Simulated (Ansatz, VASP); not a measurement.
## Two plane-wave programs on CuO

INCAR

```
PREC     = Accurate       # precision mode
ENCUT    = 700            # plane-wave cutoff, eV
EDIFF    = 1E-6           # SCF threshold, eV
ISMEAR   = -1             # smearing method
SIGMA    = 0.05           # smearing width, eV
LREAL    = F              # projectors in reciprocal space
LASPH    = T              # aspherical terms in the spheres
NELM     = 120            # most SCF steps
ALGO     = Normal         # electronic algorithm
ISIF     = 2              # what is computed and relaxed
LWAVE    = F              # write WAVECAR
LCHARG   = F              # write CHGCAR
GGA      = PS             # functional
NBANDS   = 33             # bands
GGA_COMPAT= F
```

File KPOINTS:

```
regular mesh
0
Gamma
  8 8 5
```

File POSCAR:

```
CuO
1.0
    2.3446500000     -1.7134000000      0.0000000000
    2.3446500000      1.7134000000      0.0000000000
   -0.8605543552      0.0000000000      5.0594363927
Cu O
2 2
Direct
    0.4968000000      0.0032000000      0.5000000000
    0.0032000000      0.4968000000      0.0000000000
    0.4056000000      0.5714000000      0.7537000000
    0.5714000000      0.4056000000      0.2537000000
```

Contents of input.yaml:

```yaml
crystal:
  lattice:
    - [2.34465, -1.7134, 0.0]
    - [2.34465, 1.7134, 0.0]
    - [-0.8605543552, 0.0, 5.0594363927]
  atoms:
    - { symbol: Cu, position: [0.4968, 0.0032, 0.5] }
    - { symbol: Cu, position: [0.0032, 0.4968, 0.0] }
    - { symbol: O, position: [0.4056, 0.5714, 0.7537] }
    - { symbol: O, position: [0.5714, 0.4056, 0.2537] }
hamiltonian:
  xc: pbesol
  pseudopotentials: { kind: paw }
kpoints:
  mp_grid: { grid: [8, 8, 5] }
  band_path:
    path:
      - [[0.0, 0.0, 0.0], [-0.5, -0.5, 0.0], [-0.5249462874, -0.5249462874, 0.3256415493], [-0.5, -0.5, 0.5], [-0.6336780905, -0.3663219095, 0.5]]
      - [[-0.3663219095, 0.3663219095, 0.5], [0.0, 0.0, 0.5], [-0.4750537126, -0.4750537126, 0.6743584507]]
      - [[-0.5, -0.5, 0.0], [-0.6126314136, -0.3873685864, 0.0]]
      - [[-0.3873685864, 0.3873685864, 0.0], [0.0, 0.0, 0.0], [-0.5, 0.0, 0.0]]
      - [[-0.5, 0.0, 0.5], [0.0, 0.0, 0.0]]
    npoints: 14
scf:
  occupations: { method: fermi_dirac, width: 0.05 }
  n_extra_bands: 10
output:
  forces: true
  stress: true
  eigenvalues: true
  fatbands: false
```

Alike in both runs: functional PBEsol; k mesh 8 × 8 × 5; occupations fermi-dirac, width 0.05 eV; no spin polarisation.

|  | VASP | Ansatz |
| --- | --- | --- |
| version | VASP 6.6.1 | Ansatz 0.2.0 |
| potentials or method | VASP PAW PBE potentials, release 64 (Cu_sv_GW, O) | Ansatz PAW |
| plane-wave cutoff (eV) | 700 | 420 |
| valence electrons in the cell | 50 | 50 |
| task | single point | band structure |

```csv
,VASP,Ansatz,Ansatz less VASP
gap on the k mesh at the Fermi level (eV),none,none,-
pressure (GPa),-5.5,-2.7,+2.79
"traceless stress, the component that is largest in VASP (GPa)",2.26,2.30,+0.042
rms of the force components (eV/Å),0.429,0.424,-0.0046
```

VASP's potentials were made for PBE, not for PBEsol. Atom by atom the forces differ by 0.008 eV/Å (rms over components). A gap of «none» marks a metal or a gap that the smearing closes. The functional is the same, so the differences come from potentials, cutoffs and numerics.
